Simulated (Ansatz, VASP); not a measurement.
# One calculation of SiO2, two programs

```
CELL_PARAMETERS angstrom
4.33120 0.00000 0.00000
0.00000 4.33120 0.00000
0.00000 0.00000 2.93190
ATOMIC_POSITIONS crystal
Si 0.50000 0.50000 0.50000
Si 0.00000 0.00000 0.00000
O 0.69301 0.69301 0.00000
O 0.19301 0.80699 0.50000
O 0.30699 0.30699 0.00000
O 0.80699 0.19301 0.50000
```

Alike in both runs: task single point; functional PBE; k mesh 6 × 6 × 8; occupations gaussian, width 0.05 eV; no spin polarisation.

|  | VASP | Ansatz |
| --- | --- | --- |
| version | VASP 6.6.1 | Ansatz 0.2.0 |
| potentials or method | VASP PAW PBE potentials, release 64 (Si, O), cutoff 520 eV | scalar-relativistic, plane waves, PAW |
| valence electrons in the cell | 32 | 32 |

Ansatz gave:

* gap on the k mesh at the Fermi level (eV): 2.70
* least direct gap on the mesh (eV): 2.70
* rms of the force components (eV/Å): 0.038

Task: Which values does VASP return?

Result: gap on the k mesh at the Fermi level (eV): 2.67; least direct gap on the mesh (eV): 2.67; rms of the force components (eV/Å): 0.035.

Atom by atom the forces differ by 0.003 eV/Å (rms over components). With one functional, cell and mesh, what is left measures potentials, basis and numerics.
